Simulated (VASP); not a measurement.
Mg3Te2: single point with PBE

The system is Mg3Te2.

```
Mg Te
1.0
     5.65491    0.00000    0.00000
    -2.82746    4.89730    0.00000
     0.00000    0.00000    6.49528
Mg Te
3 2
Direct
  0.50000 0.00000 0.50000
  0.00000 0.50000 0.50000
  0.50000 0.50000 0.50000
  0.00000 0.00000 0.24645
  0.00000 0.00000 0.75355
```

The cell was built from a structure type or drawn by symmetry, and may not be a known phase.

```yaml
Program: VASP 6.6.1
Task: single point
Functional: PBE
Potentials_or_basis: VASP PAW PBE potentials, release 64 (Mg, Te)
Cutoff: 520 eV
k_mesh: 6 × 6 × 2
Occupations: gaussian, width 0.1 eV
Spin: no spin polarisation
```

```
Pressure               : -0.1 GPa
Largest force          : 0.004 eV/Å
Band gap on the k mesh : zero (bands 9 and 10 overlap by 0.53 eV)
```

Forces on the atoms (eV/Å):
```
Mg   0.000  0.000  0.000
Mg   0.000  0.000  0.000
Mg   0.000  0.000  0.000
Te   0.000  0.000  0.004
Te   0.000  0.000 -0.004
```

Stress tensor (GPa, compression positive):
```
-0.10  0.00  0.00
 0.00 -0.10  0.00
 0.00  0.00  0.03
```

Levels at points of the mesh, in eV from the Fermi level:
```
           k point  band 7  band 8  band 9  band 10  band 11  band 12
(0.00, 0.00, 0.00)   -0.77   -0.77    0.14     1.42     1.42     1.59
(0.50, 0.00, 0.00)   -1.66   -0.96    0.25     2.53     2.94     3.12
(0.00, 0.00, 0.50)   -1.48   -1.29   -0.75     0.16     1.24     1.53
(0.50, 0.00, 0.50)   -1.68   -1.17   -1.06     0.96     2.25     3.70
```

It took 26 s on 1 thread of Intel(R) Xeon(R) 6975P-C (Granite Rapids), on a shared host, peak memory 0.27 GiB.

Caveat: the k points lie up to 0.48 Å⁻¹ apart, too coarse for converged energies and pressures of a metal; semilocal functionals underestimate gaps, so a narrow gap can read as zero; spin-orbit coupling is left out, which moves the levels of the heavy elements.
